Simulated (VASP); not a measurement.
# CdS in VASP: notebook, part 2 of 2

VASP 6.6.1.

## 3. Single point, r2SCAN (strain +3.9%)

Input file POSCAR:

```
CdS
1.0
    0.0000000000      3.0538442205      3.0538442205
    3.0538442205      0.0000000000      3.0538442205
    3.0538442205      3.0538442205      0.0000000000
Cd S
1 1
Direct
    0.0000000000      0.0000000000      0.0000000000
    0.2500000000      0.2500000000      0.2500000000
```

Input file INCAR.step1:

```
SYSTEM = CdS
PREC = Accurate ; ENCUT = 520
ISMEAR = 0 ; SIGMA = 0.01
LREAL = .FALSE. ; LASPH = .TRUE.
NELM = 60 ; NBANDS = 16
GGA = PE ; ALGO = Normal
EDIFF = 1E-4 ; LWAVE = .TRUE.
LCHARG = .FALSE.
```

Input file INCAR.step2:

```
SYSTEM = CdS
PREC = Accurate ; ENCUT = 520
EDIFF = 1E-6 ; ISMEAR = 0
SIGMA = 0.01 ; LREAL = .FALSE.
LASPH = .TRUE. ; NELM = 60
ALGO = Normal ; ISIF = 2
LWAVE = .FALSE. ; LCHARG = .FALSE.
METAGGA = R2SCAN ; LMIXTAU = .TRUE.
NBANDS = 16 ; ISTART = 1
```

Input file KPOINTS:

```
Automatic mesh
0
G
  8 8 8
  0 0 0
```

Potentials or basis: VASP PAW PBE potentials, release 64 (Cd, S).

Started as:

```sh
cat potpaw_PBE.64/Cd/POTCAR potpaw_PBE.64/S/POTCAR > POTCAR
cp INCAR.step1 INCAR
mpirun -np 1 vasp_std > vasp.out
cp INCAR.step2 INCAR
mpirun -np 1 vasp_std > vasp.out
```

OUTCAR:

```text
SYSTEM = CdS
   PREC = Accurate
   ENCUT = 520
   EDIFF = 1E-6
   ISMEAR = 0
   LREAL = .FALSE.
   LASPH = .TRUE.
   NELM = 60
   ISIF = 2
   METAGGA = R2SCAN
   ISTART = 1

 ion  position               nearest neighbor table
   1  0.000  0.000  0.000-   2 2.64   2 2.64   2 2.64   2 2.64
   2  0.250  0.250  0.250-   1 2.64   1 2.64   1 2.64   1 2.64

  LATTYP: Found a face centered cubic cell.
 ALAT       =     6.1076884410

  Lattice vectors:

 A1 = (   0.0000000000,   3.0538442205,   3.0538442205)
 A2 = (   3.0538442205,   0.0000000000,   3.0538442205)
 A3 = (   3.0538442205,   3.0538442205,   0.0000000000)

Analysis of symmetry for initial positions (statically):
=====================================================================
 Subroutine PRICEL returns:
 Original cell was already a primitive cell.

 Routine SETGRP: Setting up the symmetry group for a
 face centered cubic supercell.

 Subroutine GETGRP returns: Found 24 space group operations
 (whereof 24 operations were pure point group operations)
 out of a pool of 48 trial point group operations.

The static configuration has the point symmetry T_d .

Analysis of symmetry for dynamics (positions and initial velocities):
=====================================================================
 Subroutine PRICEL returns:
 Original cell was already a primitive cell.

 Routine SETGRP: Setting up the symmetry group for a
 face centered cubic supercell.

 Subroutine GETGRP returns: Found 24 space group operations
 (whereof 24 operations were pure point group operations)
 out of a pool of 48 trial point group operations.

The dynamic configuration has the point symmetry T_d .

 Subroutine INISYM returns: Found 24 space group operations
 (whereof 24 operations are pure point group operations),
 and found     1 'primitive' translations

----------------------------------------------------------------------------------------

[... 111 lines left out ...]
     AMIX     =   0.40;   BMIX     =  1.00
     AMIX_MAG =   1.60;   BMIX_MAG =  1.00
  volume/ion in A,a.u.               =      28.48       192.19
  Fermi-wavevector in a.u.,A,eV,Ry     =   1.115087  2.107209 16.917746  1.243419
  Thomas-Fermi vector in A             =   2.251688
   LORBIT       =      0    0 simple, 1 ext, 2 COOP (PROOUT), +10 PAW based schemes
   METAGGA = R2SCAN    functional components
   LHFCALC =     F    Hartree Fock is set to
   AEXX    =    0.0000 exact exchange contribution
   IVDW    =     0    specifies the selected vdW correction
   LEPSILON=     F    determine dielectric tensor
   LRPA    =     F    only Hartree local field effects (RPA)
 non-spin polarized calculation
 Gauss-broadening in eV      SIGMA  =   0.01
  energy-cutoff  :      520.00
  volume of cell :       56.96
 maximum number of plane-waves:      1543
   NGX = 17   NGY = 17   NGZ = 17

 number of electron      18.0000005 magnetization

 Free energy of the ion-electron system (eV)
  ---------------------------------------------------
  ext. energy  EPLUGINS =         0.00000000
  ---------------------------------------------------
  free energy    TOTEN  =       -29.58031988 eV

  energy without entropy =      -29.58031988  energy(sigma->0) =      -29.58031988

 E-fermi :   0.0423     XC(G=0):  -9.0687

 val. band max:       -0.0302835324   @ k =   0.0000   0.0000   0.0000
 cond. band min:       1.2309536386   @ k =   0.0000   0.0000   0.0000
 fundamental gap:      1.2612371710
 Fermi energy:         0.0422579487

 k-point     1 :       0.0000    0.0000    0.0000
  band No.  band energies     occupation
      1     -12.1336      2.00000
      2      -7.6165      2.00000
      3      -7.6165      2.00000
      4      -7.6165      2.00000
      5      -7.2801      2.00000
      6      -7.2801      2.00000
[... 433 lines left out ...]
      3      -7.4725      2.00000
      4      -7.2933      2.00000
      5      -7.2610      2.00000
      6      -6.9241      2.00000
[... 8 lines left out ...]
     15      12.4183      0.00000
     16      13.3184      0.00000

 [... further k-points ...]

------------------------ aborting loop because EDIFF is reached ----------------------------------------

  FORCE on cell =-STRESS in cart. coord.  units (eV):
  Direction    XX          YY          ZZ          XY          YZ          ZX
  --------------------------------------------------------------------------------------
  -------------------------------------------------------------------------------------
  Total       -1.8500079     -1.8500079     -1.8500079     -0.0000000      0.0000000      0.0000000
  in kB      -52.0371522    -52.0371522    -52.0371522     -0.0000000      0.0000000      0.0000000
  external PRESSURE =     -52.0371522 kB  Pullay stress =       0.0000000 kB

 VOLUME and BASIS-vectors are now :
 -----------------------------------------------------------------------------
  energy-cutoff  :      520.00
  volume of cell :       56.96
      direct lattice vectors                 reciprocal lattice vectors
     0.000000000  3.053844220  3.053844220    -0.163728063  0.163728063  0.163728063
     3.053844220  0.000000000  3.053844220     0.163728063 -0.163728063  0.163728063
     3.053844220  3.053844220  0.000000000     0.163728063  0.163728063 -0.163728063

 POSITION                                       TOTAL-FORCE (eV/Angst)
 -----------------------------------------------------------------------------------
      0.00000      0.00000      0.00000        -0.000000     -0.000000     -0.000000
      1.52692      1.52692      1.52692         0.000000      0.000000      0.000000
 -----------------------------------------------------------------------------------
    total drift:                                0.000002      0.000002      0.000002

  FREE ENERGIE OF THE ION-ELECTRON SYSTEM (eV)
  ---------------------------------------------------
  free  energy   TOTEN  =       -29.5803198767 eV

  energy  without entropy=      -29.5803198767  energy(sigma->0) =      -29.58031988
```

OUTCAR.step1:

```text
SYSTEM = CdS
   PREC = Accurate
   ENCUT = 520
   ISMEAR = 0
   LREAL = .FALSE.
   LASPH = .TRUE.
[... 677 lines left out ...]
      0.00000      0.00000      0.00000        -0.000000     -0.000000     -0.000000
      1.52692      1.52692      1.52692         0.000000      0.000000      0.000000
 -----------------------------------------------------------------------------------
    total drift:                               -0.000001     -0.000001     -0.000001

  FREE ENERGIE OF THE ION-ELECTRON SYSTEM (eV)
  ---------------------------------------------------
  free  energy   TOTEN  =        -6.0897759036 eV

  energy  without entropy=       -6.0897759036  energy(sigma->0) =       -6.08977590
```

OSZICAR.step1:

```text
N       E                     dE             d eps       ncg     rms          rms(c)
DAV:   1     0.105580748021E+03    0.10558E+03   -0.88188E+03   944   0.101E+03
DAV:   2    -0.224757083586E+01   -0.10783E+03   -0.10165E+03  1136   0.248E+02
DAV:   3    -0.664267848317E+01   -0.43951E+01   -0.43856E+01  1144   0.514E+01
DAV:   4    -0.667123295689E+01   -0.28554E-01   -0.28552E-01  1200   0.408E+00
DAV:   5    -0.667164766072E+01   -0.41470E-03   -0.41470E-03  1160   0.464E-01    0.610E+00
DAV:   6    -0.610459746464E+01    0.56705E+00   -0.94509E-01  1376   0.106E+01    0.520E+00
DAV:   7    -0.608967834520E+01    0.14919E-01   -0.16214E-01  1120   0.279E+00    0.268E+00
DAV:   8    -0.608943706387E+01    0.24128E-03   -0.13294E-02  1096   0.134E+00    0.216E-01
DAV:   9    -0.608948471724E+01   -0.47653E-04   -0.14709E-03  1192   0.475E-01    0.814E-02
DAV:  10    -0.608968376240E+01   -0.19905E-03   -0.24052E-04  1120   0.130E-01    0.793E-02
DAV:  11    -0.608977590362E+01   -0.92141E-04   -0.13570E-04  1120   0.737E-02
   1 F= -.60897759E+01 E0= -.60897759E+01  d E =-.478603E-51
```

It took 2.9 min on 1 thread of AMD EPYC 7R13, shared host; peak memory 0.17 GiB.

Results:

* Free energy: -29.5803 eV
* Pressure: -5.2 GPa
* Band gap on the k mesh: 1.26 eV

Levels at points of the mesh, in eV from the valence-band top:
```tsv
k point	band 7	band 8	band 9	band 10	band 11	band 12
(0.00, 0.00, 0.00)	0.00	0.00	0.00	1.26	7.05	7.05
(0.50, 0.00, 0.00)	-3.68	-0.58	-0.58	3.22	7.43	7.43
(0.50, 0.50, 0.00)	-3.39	-1.48	-1.48	4.02	4.52	9.17
```

Caveat: the cell differs from its parent crystal (strain +3.9%); the cell stands under tension; the PAW data sets were made with another functional, which shifts forces and pressure a little.

## 4. Single point, r2SCAN (shear xy strain -3.2%)

Input file POSCAR:

```
CdS
1.0
   -0.0476152804      2.9392148416      2.9392148416
    2.9392148416     -0.0476152804      2.9392148416
    2.8915995612      2.8915995612      0.0000000000
Cd S
1 1
Direct
   -0.0035838390     -0.0035838390      0.0035838390
    0.2535838390      0.2535838390      0.2464161610
```

Input file INCAR.step1:

```
PREC = Accurate
ENCUT = 520
ISMEAR = 0
SIGMA = 0.01
LREAL = False
LASPH = True
NELM = 80
NBANDS = 16
GGA = PE
ALGO = Normal
EDIFF = 1E-4
LWAVE = True
LCHARG = False
```

Input file INCAR.step2:

```
PREC = Accurate
ENCUT = 520
EDIFF = 1E-6
ISMEAR = 0
SIGMA = 0.01
LREAL = False
LASPH = True
NELM = 80
ALGO = Normal
ISIF = 2
LWAVE = False
LCHARG = False
METAGGA = R2SCAN
LMIXTAU = True
NBANDS = 16
ISTART = 1
```

Input file KPOINTS:

```
regular mesh
0
Gamma
  8 8 8
```

Started as:

```sh
cat potpaw_PBE.64/Cd/POTCAR potpaw_PBE.64/S/POTCAR > POTCAR
cp INCAR.step1 INCAR
mpirun -np 1 vasp_std > vasp.out
cp INCAR.step2 INCAR
mpirun -np 1 vasp_std > vasp.out
```

Run time: 6.9 min. Hardware: 1 thread of AMD EPYC 7R13, shared host; peak memory 0.2 GiB.

It converged, with:

- Free energy: -29.6816 eV
- Pressure: 0.3 GPa
- Largest force: 0.004 eV/Å
- Band gap on the k mesh: 1.46 eV

Forces on the atoms (eV/Å):
```
Cd   0.000  0.000 -0.004
S    0.000  0.000  0.004
```

Stress tensor (GPa, compression positive):
```
0.28 0.85 0.00
0.85 0.28 0.00
0.00 0.00 0.27
```

Levels at points of the mesh, in eV from the valence-band top:
```csv
k point,band 6,band 7,band 8,band 9,band 10,band 11,band 12,band 13
"(0.00, 0.00, 0.00)",-7.47,-0.13,-0.07,0.00,1.46,6.82,7.03,7.23
"(0.50, 0.00, 0.00)",-7.13,-4.43,-0.82,-0.70,3.48,7.48,7.53,7.72
"(0.50, 0.50, 0.00)",-7.04,-3.94,-2.04,-1.77,3.73,4.75,9.62,11.31
"(0.00, 0.00, 0.50)",-7.08,-4.34,-0.89,-0.78,3.27,7.32,7.32,7.82
"(0.50, 0.00, 0.50)",-7.04,-3.93,-1.90,-1.90,3.81,4.66,9.58,11.31
```

Caveat: the cell differs from its parent crystal (shear xy strain -3.2%); the PAW data sets were made with another functional, which shifts forces and pressure a little.

## 5. The runs side by side

| level | cell | smearing | gap on the mesh (eV) | pressure (GPa) |
| --- | --- | --- | --- | --- |
| PBE | a = 4.319 Å, angles 60.0°, 2 atoms, strain +3.9% | fermi-dirac 0.02 eV | 0.84 | -3.7 |
| r2SCAN | a = 4.319 Å, angles 60.0°, 2 atoms, strain +3.9% | gaussian 0.01 eV | 1.26 | -5.2 |
| r2SCAN | a = 4.157, b = 4.157, c = 4.089 Å, angles 60.5, 60.5, 61.1°, 2 atoms, shear xy strain -3.2% | gaussian 0.01 eV | 1.46 | 0.3 |

Alike in all rows: task single point; potentials or basis VASP PAW PBE potentials, release 64 (Cd, S); no spin polarisation; k mesh 8 × 8 × 8; cutoff (eV) 520.

Caveats: the cell stands under tension (at least some runs); the PAW data sets were made with another functional, which shifts forces and pressure a little (at least some runs).

Total energies depend on the potentials used, so only differences within one code and one set of settings carry meaning.
